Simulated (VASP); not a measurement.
A run of VASP 6.6.1 is set up as follows.

The input POSCAR:

```
TaN
1.0
    2.7012619810      0.0000000000      0.0000000000
   -1.3506309905      2.3393614978      0.0000000000
    0.0000000000      0.0000000000      3.1153880370
Ta N
1 1
Direct
    0.3333333333      0.6666666667      0.5000000000
    0.0000000000      0.0000000000      0.0000000000
```

INCAR.step1

```
SYSTEM = TaN
PREC = Accurate
ENCUT = 520
ISMEAR = 0
SIGMA = 0.15
LREAL = .FALSE.
LASPH = .TRUE.
NELM = 100
NBANDS = 15
GGA = PE
ALGO = Normal
EDIFF = 1E-4
LWAVE = .TRUE.
LCHARG = .FALSE.
```

INCAR.step2

```
SYSTEM = TaN
PREC = Accurate
ENCUT = 520
EDIFF = 1E-7
ISMEAR = 0
SIGMA = 0.15
LREAL = .FALSE.
LASPH = .TRUE.
NELM = 100
ALGO = Normal
ISIF = 2
LWAVE = .FALSE.
LCHARG = .FALSE.
METAGGA = R2SCAN
LMIXTAU = .TRUE.
NBANDS = 15
ISTART = 1
```

KPOINTS

```
regular mesh
0
G
  24 24 20
  0 0 0
```

Potentials or basis: VASP PAW PBE potentials, release 64 (Ta_pv, N).

Launch:

```sh
$ cat potpaw_PBE.64/Ta_pv/POTCAR potpaw_PBE.64/N/POTCAR > POTCAR
$ cp INCAR.step1 INCAR
$ mpirun -np 1 vasp_std > vasp.out
$ cp INCAR.step2 INCAR
$ mpirun -np 1 vasp_std > vasp.out
```

Estimate the pressure.

40.8 GPa.

Predict the band gap on the k mesh.

zero (bands 8 and 9 overlap by 0.16 eV).

Stress tensor (GPa, compression positive):
```
 80.84   0.00   0.00
  0.00  80.84   0.00
  0.00   0.00 -39.30
```

Caveat: the cell differs from its parent crystal (strain -0.080 along x and y, +0.080 along z); the cell stands under pressure; the PAW data sets were made with another functional, which shifts forces and pressure a little; spin-orbit coupling is left out, which moves the levels of the heavy elements.
